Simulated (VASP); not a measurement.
Set up this calculation in VASP 6.6.1, as the native input.

```yaml
Task: single point
Functional: PBE
Potentials_or_basis: VASP PAW PBE potentials, release 64 (Ca_sv)
Cutoff: 520 eV
k_mesh: 11 × 11 × 3
Occupations: fermi-dirac, width 0.05 eV
Spin: no spin polarisation
Dipole_correction: no
Further_INCAR_settings: ALGO = Normal; EDIFF = 1e-06; NBANDS = 28
```

The structure of Ca lies in POSCAR:

```
Ca
1.0
    3.2578432352      0.0000000000      0.0000000000
   -1.6289216176      2.8213750032      0.0000000000
    0.0000000000      0.0000000000     10.7508898220
Ca
4
Direct
    0.0000000000      0.0000000000      0.0000000000
    0.0000000000      0.0000000000      0.5000000000
    0.3333333333      0.6666666667      0.2500000000
    0.6666666667      0.3333333333      0.7500000000
```

The input as run:

INCAR

```
ALGO = Normal ; EDIFF = 1E-6
ENCUT = 520 ; GGA = PE
ISIF = 2 ; ISMEAR = -1
LASPH = T ; LCHARG = T
LELF = T ; LREAL = F
LVHAR = T ; LWAVE = F
NBANDS = 28 ; NELM = 100
PREC = Accurate ; SIGMA = 0.05
```

KPOINTS

```
k-points
0
Gamma
  11 11 3
```

Potentials or basis: VASP PAW PBE potentials, release 64 (Ca_sv).

Run with:

```console
$ cat potpaw_PBE.64/Ca_sv/POTCAR > POTCAR
$ mpirun -np 1 vasp_std > vasp.out
```

It gave:

```
Pressure               : 21.0 GPa
Band gap on the k mesh : zero (filled and empty bands overlap)
```

Run time: 26 s on 1 thread of Intel(R) Xeon(R) 6975P-C (Granite Rapids), on a shared host, peak memory 0.23 GiB.
